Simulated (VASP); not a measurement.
Set up this calculation in VASP 6.6.1, as the native input.

| Quantity | Value |
| --- | --- |
| Task | single point |
| Functional | PBE |
| Potentials or basis | VASP PAW PBE potentials, release 64 (W_sv) |
| Cutoff | 500 eV |
| k mesh | 21 × 21 × 21 |
| Occupations | fermi-dirac, width 0.1 eV |
| Spin | no spin polarisation |
| Dipole correction | no |
| Further INCAR settings | ALGO = Normal; EDIFF = 1e-06; NBANDS = 13 |

The structure of W lies in POSCAR:

```
W
1.0
   -1.5919230352      1.5919230352      1.5919230352
    1.5919230352     -1.5919230352      1.5919230352
    1.5919230352      1.5919230352     -1.5919230352
W
1
Direct
    0.0000000000      0.0000000000      0.0000000000
```

These files were run (other wordings do the same):

INCAR

```
  PREC = Accurate
  ENCUT = 500
  EDIFF = 1E-6
  ISMEAR = -1
  SIGMA = 0.1
  LREAL = False
  LASPH = True
  NELM = 120
  ALGO = Normal
  ISIF = 2
  LWAVE = False
  LCHARG = False
  GGA = PE
  NBANDS = 13
  GGA_COMPAT = False
```

KPOINTS

```
regular mesh
0
Gamma
  21 21 21
```

Potentials or basis: VASP PAW PBE potentials, release 64 (W_sv).

Launch:

```console
$ cat potpaw_PBE.64/W_sv/POTCAR > POTCAR
$ mpirun -np 1 vasp_std > vasp.out
```

Results of the run:

```
Pressure               : 0.5 GPa
Band gap on the k mesh : zero (bands 7 and 8 overlap by 5.96 eV)
```

Caveat: spin-orbit coupling is left out, which moves the levels of the heavy elements.

Run time: 15 s on 1 thread of Intel(R) Xeon(R) 6975P-C (Granite Rapids) (shared host), peak memory 0.16 GiB.
